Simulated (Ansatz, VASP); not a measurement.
**One calculation of LiSi2B3, two programs**

```xyz
6
Lattice="4.1809 0.0000 0.0000 -2.0904 3.6208 0.0000 0.0000 0.0000 7.0114" Properties=species:S:1:pos:R:3 pbc="T T T"
Li    0.0000    0.0000    3.5057
Si    0.0000    2.4138    3.5057
Si    2.0904    1.2069    3.5057
B     0.0000    0.0000    5.4435
B     0.0000    0.0000    1.5679
B     0.0000    0.0000    0.0000
```

Alike in both runs: task relaxation of cell and atoms; functional PBE; k mesh 12 × 12 × 6; occupations gaussian, width 0.1 eV; no spin polarisation.

```csv
,VASP,Ansatz
version,VASP 6.6.1,Ansatz 0.2.0
potentials or method,"VASP PAW PBE potentials, release 64 (Li_sv, Si, B), cutoff 750 eV","scalar-relativistic, plane waves, PAW"
valence electrons in the cell,20,20
```

```csv
,VASP,Ansatz,Ansatz less VASP
"gap on the k mesh at the Fermi level, each at its own relaxed structure (eV)",none,none,-
relaxed volume (Å³/atom),17.45,17.45,-0.010
relaxed cell length with the largest relative difference (Å),6.971,6.965,-0.0062
```

A gap of «none» marks a metal or a gap that the smearing closes.
